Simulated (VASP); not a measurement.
# Si3N (Pm-3m) in VASP: single point with PBE

Aim: the single point of Si3N with PBE.

Everything below comes from runs of VASP 6.6.1. Logs are shortened: lines on timing, memory, paths and dates and some standing lists are left out, and cuts for length are marked.

### Step 1. The cell of the first run

It takes space group Pm-3m (No. 221, cubic). The conventional cell has a = 3.697 Å, b = 3.697 Å, c = 3.697 Å, α = 90.00°, β = 90.00°, γ = 90.00°. Within 3.4 Å of Si (site symmetry 4/mmm) lie 8 Si at 2.61 Å and 4 N at 2.61 Å. Within 3.4 Å of N (site symmetry m-3m) lie 12 Si at 2.61 Å.

### Step 2. Single point, PBE

Contents of INCAR:

```
ALGO = Normal
EDIFF = 1E-6
ENCUT = 520
GGA = PE
ISIF = 2
ISMEAR = 0
LASPH = True
LCHARG = True
LELF = True
LREAL = False
LVHAR = True
LWAVE = False
NBANDS = 16
NELM = 100
PREC = Accurate
SIGMA = 0.1
```

Contents of KPOINTS:

```
k-points
0
Gamma
  12 12 12
```

Contents of POSCAR:

```
Si3N
1.0
    3.6968231407      0.0000000000      0.0000000000
    0.0000000000      3.6968231407      0.0000000000
    0.0000000000      0.0000000000      3.6968231407
Si N
3 1
Direct
    0.0000000000      0.5000000000      0.5000000000
    0.5000000000      0.0000000000      0.5000000000
    0.5000000000      0.5000000000      0.0000000000
    0.0000000000      0.0000000000      0.0000000000
```

Potentials or basis: VASP PAW PBE potentials, release 64 (Si, N).

Launch:

```bash
$ cat potpaw_PBE.64/Si/POTCAR potpaw_PBE.64/N/POTCAR > POTCAR
$ mpirun -np 1 vasp_std > vasp.out
```

OUTCAR:

```text
EDIFF = 1E-6
   ENCUT = 520
   GGA = PE
   ISIF = 2
   ISMEAR = 0
   LASPH = True
   LREAL = False
   NELM = 100
   PREC = Accurate

 ion  position               nearest neighbor table
   1  0.000  0.500  0.500-   2 2.61   3 2.61   3 2.61   2 2.61   2 2.61   3 2.61   3 2.61   2 2.61

   2  0.500  0.000  0.500-   1 2.61   3 2.61   3 2.61   1 2.61   3 2.61   3 2.61   1 2.61   1 2.61

   3  0.500  0.500  0.000-   1 2.61   2 2.61   1 2.61   2 2.61   2 2.61   2 2.61   1 2.61   1 2.61

   4  0.000  0.000  0.000-

  LATTYP: Found a simple cubic cell.
 ALAT       =     3.6968231407

  Lattice vectors:

 A1 = (   3.6968231407,   0.0000000000,   0.0000000000)
 A2 = (   0.0000000000,   3.6968231407,   0.0000000000)
 A3 = (   0.0000000000,   0.0000000000,   3.6968231407)

Analysis of symmetry for initial positions (statically):
=====================================================================
 Subroutine PRICEL returns:
 Original cell was already a primitive cell.

 Routine SETGRP: Setting up the symmetry group for a
 simple cubic supercell.

 Subroutine GETGRP returns: Found 48 space group operations
 (whereof 48 operations were pure point group operations)
 out of a pool of 48 trial point group operations.

The static configuration has the point symmetry O_h .

Analysis of symmetry for dynamics (positions and initial velocities):
=====================================================================
 Subroutine PRICEL returns:
 Original cell was already a primitive cell.

 Routine SETGRP: Setting up the symmetry group for a
 simple cubic supercell.

 Subroutine GETGRP returns: Found 48 space group operations
 (whereof 48 operations were pure point group operations)
 out of a pool of 48 trial point group operations.

The dynamic configuration has the point symmetry O_h .

 Subroutine INISYM returns: Found 48 space group operations
 (whereof 48 operations are pure point group operations),
 and found     1 'primitive' translations

----------------------------------------------------------------------------------------

                                     Primitive cell

  volume of cell :      50.5226

  direct lattice vectors                    reciprocal lattice vectors
     3.696823141  0.000000000  0.000000000     0.270502527  0.000000000  0.000000000
     0.000000000  3.696823141  0.000000000     0.000000000  0.270502527  0.000000000
     0.000000000  0.000000000  3.696823141     0.000000000  0.000000000  0.270502527

  length of vectors
     3.696823141  3.696823141  3.696823141     0.270502527  0.270502527  0.270502527

  position of ions in fractional coordinates (direct lattice)
     0.000000000  0.500000000  0.500000000
     0.500000000  0.000000000  0.500000000
     0.500000000  0.500000000  0.000000000
     0.000000000  0.000000000  0.000000000

  ion indices of the primitive-cell ions
   primitive index   ion index
                 1           1
                 2           2
                 3           3
                 4           4

----------------------------------------------------------------------------------------

 KPOINTS: k-points

Automatic generation of k-mesh.
 Grid dimensions read from file:
 generate k-points for:   12   12   12

 Generating k-lattice:

  Cartesian coordinates                     Fractional coordinates (reciprocal lattice)
     0.022541877  0.000000000  0.000000000     0.083333333  0.000000000  0.000000000
     0.000000000  0.022541877  0.000000000     0.000000000  0.083333333  0.000000000
     0.000000000  0.000000000  0.022541877     0.000000000  0.000000000  0.083333333

  Length of vectors
     0.022541877  0.022541877  0.022541877

  Shift w.r.t. Gamma in fractional coordinates (k-lattice)
     0.000000000  0.000000000  0.000000000

 Subroutine IBZKPT returns following result:
 ===========================================

 Found     84 irreducible k-points:

 Following reciprocal coordinates:
            Coordinates               Weight
  0.000000  0.000000  0.000000      1.000000
  0.083333  0.000000  0.000000      6.000000
  0.166667  0.000000  0.000000      6.000000
  0.250000  0.000000  0.000000      6.000000
  0.333333  0.000000  0.000000      6.000000
  0.416667  0.000000  0.000000      6.000000
[... 16 lines left out ...]
  0.333333  0.333333  0.000000     12.000000
  0.416667  0.333333  0.000000     24.000000
 [... further k-points ...]
   k-points           NKPTS =     84   k-points in BZ     NKDIM =     84   number of bands    NBANDS=     16
   number of dos      NEDOS =    301   number of ions     NIONS =      4
   total plane-waves  NPLWV =  21952
   dimension x,y,z NGX =    28 NGY =   28 NGZ =   28
   dimension x,y,z NGXF=    56 NGYF=   56 NGZF=   56
   ions per type =               3   1
   NGX,Y,Z   is equivalent  to a cutoff of  12.59, 12.59, 12.59 a.u.
   NGXF,Y,Z  is equivalent  to a cutoff of  25.18, 25.18, 25.18 a.u.
 SYSTEM =  unknown system
   PREC   = accura    normal or accurate (medium, high low for compatibility)
   ISTART =      0    job   : 0-new  1-cont  2-samecut
   ICHARG =      2    charge: 1-file 2-atom 10-const
   ISPIN  =      1    spin polarized calculation?
   LNONCOLLINEAR =      F non collinear calculations
   LSORBIT =      F    spin-orbit coupling
   LASPH  =      T    aspherical Exc in radial PAW
   ENCUT  =  520.0 eV  38.22 Ry    6.18 a.u.   6.87  6.87  6.87*2*pi/ulx,y,z
   NELM   =    100;   NELMIN=  2; NELMDL= -5     # of ELM steps
   EDIFF  = 0.1E-05   stopping-criterion for ELM
   LREAL  =      F    real-space projection
   EDIFFG = 0.1E-04   stopping-criterion for IOM
   NSW    =      0    number of steps for IOM
   IBRION =     -1    ionic relax: 0-MD 1-quasi-New 2-CG
   NFREE  =      0    steps in history (QN), initial steepest desc. (CG)
   ISIF   =      2    stress and relaxation
   ISYM   =      2    0-nonsym 1-usesym 2-fastsym
   POTIM  = 0.5000    time-step for ionic-motion
   TEBEG  =    0.0;   TEEND  =   0.0 temperature during run
   PSTRESS=    0.0 pullay stress
   NELECT =      17.0000    total number of electrons
   NUPDOWN=      -1.0000    fix difference up-down
   EMIN   =  10.00;   EMAX   =-10.00  energy-range for DOS
   EFERMI =   0.00;   METHOD = LEGACY
   ISMEAR =     0;   SIGMA  =   0.10  broadening in eV -4-tet -1-fermi 0-gaus
   EFERMI_NEDOS =   21; number of points for ismear=-14 and -15
   IALGO  =     38    algorithm
   IMIX   =      4    mixing-type and parameters
     AMIX     =   0.40;   BMIX     =  1.00
     AMIX_MAG =   1.60;   BMIX_MAG =  1.00
  volume/ion in A,a.u.               =      12.63        85.24
  Fermi-wavevector in a.u.,A,eV,Ry     =   1.138665  2.151764 17.640728  1.296557
  Thomas-Fermi vector in A             =   2.275369
   LORBIT       =      0    0 simple, 1 ext, 2 COOP (PROOUT), +10 PAW based schemes
   GGA     = PE    functional components
   LHFCALC =     F    Hartree Fock is set to
   AEXX    =    0.0000 exact exchange contribution
   IVDW    =     0    specifies the selected vdW correction
   LEPSILON=     F    determine dielectric tensor
   LRPA    =     F    only Hartree local field effects (RPA)
 non-spin polarized calculation
 Gauss-broadening in eV      SIGMA  =   0.10
  energy-cutoff  :      520.00
  volume of cell :       50.52
 maximum number of plane-waves:      1388
 NGX is ok and might be reduce to    28
   NGX = 13   NGY = 13   NGZ = 13

 number of electron      16.9999998 magnetization

 Free energy of the ion-electron system (eV)
  ---------------------------------------------------
  ext. energy  EPLUGINS =         0.00000000
  ---------------------------------------------------
  free energy    TOTEN  =       -19.91837220 eV

  energy without entropy =      -19.91204212  energy(sigma->0) =      -19.91520716

 E-fermi :   9.5243     XC(G=0): -11.3875

 val. band max:        9.5173115824   @ k =   0.5000   0.3333   0.0000
 cond. band min:       9.5764999003   @ k =   0.5000   0.3333   0.2500
 fundamental gap:      0.0591883179
 Fermi energy:         9.5243163720

 k-point     1 :       0.0000    0.0000    0.0000
  band No.  band energies     occupation
      1      -6.5808      2.00000
      2      -0.6314      2.00000
      3       4.0115      2.00000
      4       4.0115      2.00000
      5       4.0115      2.00000
      6       6.0950      2.00000
[... 8 lines left out ...]
     15      15.5400      0.00000
     16      15.5400      0.00000

 k-point     2 :       0.0833    0.0000    0.0000
  band No.  band energies     occupation
      1      -6.5236      2.00000
      2      -0.7187      2.00000
      3       3.5336      2.00000
      4       4.0740      2.00000
      5       4.0740      2.00000
      6       6.1632      2.00000
[... 8 lines left out ...]
     15      15.6027      0.00000
     16      16.1782      0.00000

 k-point     3 :       0.1667    0.0000    0.0000
  band No.  band energies     occupation
      1      -6.3554      2.00000
      2      -1.0023      2.00000
      3       2.8601      2.00000
      4       4.2605      2.00000
      5       4.2605      2.00000
      6       6.3664      2.00000
[... 8 lines left out ...]
     15      15.7873      0.00000
     16      16.9516      0.00000

 k-point     4 :       0.2500    0.0000    0.0000
  band No.  band energies     occupation
      1      -6.0889      2.00000
      2      -1.4894      2.00000
      3       2.4383      2.00000
      4       4.5666      2.00000
      5       4.5666      2.00000
      6       6.6995      2.00000
[... 8 lines left out ...]
     15      16.0810      0.00000
     16      17.0819      0.00000

 k-point     5 :       0.3333    0.0000    0.0000
  band No.  band energies     occupation
      1      -5.7550      2.00000
      2      -2.0861      2.00000
      3       2.2690      2.00000
      4       4.9802      2.00000
      5       4.9802      2.00000
      6       7.1483      2.00000
[... 8 lines left out ...]
     15      16.4509      0.00000
     16      16.8236      0.00000

 k-point     6 :       0.4167    0.0000    0.0000
  band No.  band energies     occupation
      1      -5.4305      2.00000
      2      -2.6135      2.00000
      3       2.2367      2.00000
      4       5.4596      2.00000
      5       5.4596      2.00000
      6       7.1274      2.00000
[... 8 lines left out ...]
     15      16.5564      0.00000
     16      16.5564      0.00000
[... 267 lines left out ...]
 k-point    21 :       0.4167    0.2500    0.0000
  band No.  band energies     occupation
      1      -5.0739      2.00000
      2      -2.0430      2.00000
      3       0.9835      2.00000
      4       3.1326      2.00000
      5       5.8375      2.00000
      6       5.9278      2.00000
[... 8 lines left out ...]
     15      14.7377      0.00000
     16      17.6802      0.00000

 k-point    22 :       0.5000    0.2500    0.0000
  band No.  band energies     occupation
      1      -4.9553      2.00000
      2      -2.1903      2.00000
      3       1.0518      2.00000
      4       2.9247      2.00000
      5       5.9210      2.00000
      6       6.1801      2.00000
[... 8 lines left out ...]
     15      15.2719      0.00000
     16      17.3772      0.00000

 k-point    23 :       0.3333    0.3333    0.0000
  band No.  band energies     occupation
      1      -5.0863      2.00000
      2      -1.6152      2.00000
      3       0.5072      2.00000
      4       2.7748      2.00000
      5       5.8378      2.00000
      6       5.8585      2.00000
[... 8 lines left out ...]
     15      14.2960      0.00000
     16      18.0550      0.00000

 k-point    24 :       0.4167    0.3333    0.0000
  band No.  band energies     occupation
      1      -4.8579      2.00000
      2      -1.6378      2.00000
      3       0.4193      2.00000
      4       2.0726      2.00000
      5       6.0500      2.00000
      6       6.2438      2.00000
[... 8 lines left out ...]
     15      15.3036      0.00000
     16      18.4432      0.00000

 [... further k-points ...]

------------------------ aborting loop because EDIFF is reached ----------------------------------------

  FORCE on cell =-STRESS in cart. coord.  units (eV):
  Direction    XX          YY          ZZ          XY          YZ          ZX
  --------------------------------------------------------------------------------------
  -------------------------------------------------------------------------------------
  Total       -0.0212264     -0.0212264     -0.0212264      0.0000000      0.0000000     -0.0000000
  in kB       -0.6731325     -0.6731325     -0.6731325      0.0000000      0.0000000     -0.0000000
  external PRESSURE =      -0.6731325 kB  Pullay stress =       0.0000000 kB

 VOLUME and BASIS-vectors are now :
 -----------------------------------------------------------------------------
  energy-cutoff  :      520.00
  volume of cell :       50.52
      direct lattice vectors                 reciprocal lattice vectors
     3.696823141  0.000000000  0.000000000     0.270502527  0.000000000  0.000000000
     0.000000000  3.696823141  0.000000000     0.000000000  0.270502527  0.000000000
     0.000000000  0.000000000  3.696823141     0.000000000  0.000000000  0.270502527

 POSITION                                       TOTAL-FORCE (eV/Angst)
 -----------------------------------------------------------------------------------
      0.00000      1.84841      1.84841         0.000000      0.000000      0.000000
      1.84841      0.00000      1.84841         0.000000      0.000000      0.000000
      1.84841      1.84841      0.00000         0.000000      0.000000      0.000000
      0.00000      0.00000      0.00000         0.000000      0.000000      0.000000
 -----------------------------------------------------------------------------------
    total drift:                               -0.000000     -0.000000     -0.000000

  FREE ENERGIE OF THE ION-ELECTRON SYSTEM (eV)
  ---------------------------------------------------
  free  energy   TOTEN  =       -19.9183721980 eV

  energy  without entropy=      -19.9120421236  energy(sigma->0) =      -19.91520716
```

It took 56 s on 1 thread of Intel Xeon Platinum 8259CL at 2.50GHz (Skylake/Cascade Lake), shared host; peak memory 0.18 GiB.

Results:

- Free energy: -19.9184 eV
- Pressure: -0.1 GPa

Levels at points of the mesh, in eV from the Fermi level:
| k point | band 5 | band 6 | band 7 | band 8 | band 9 | band 10 | band 11 | band 12 | band 13 | band 14 |
| --- | --- | --- | --- | --- | --- | --- | --- | --- | --- | --- |
| (0.00, 0.00, 0.00) | -5.51 | -3.43 | -3.43 | 0.39 | 0.39 | 0.39 | 3.55 | 4.53 | 4.53 | 4.53 |
| (0.50, 0.00, 0.00) | -3.76 | -2.65 | -2.65 | -2.54 | -1.54 | -0.18 | 3.01 | 3.01 | 3.44 | 6.12 |
| (0.50, 0.50, 0.00) | -2.94 | -2.73 | -0.78 | -0.78 | -0.69 | 0.37 | 0.37 | 1.08 | 4.62 | 4.62 |
| (0.50, 0.50, 0.50) | -7.22 | -6.91 | -6.91 | -6.91 | 2.67 | 2.67 | 2.67 | 7.97 | 10.06 | 10.06 |
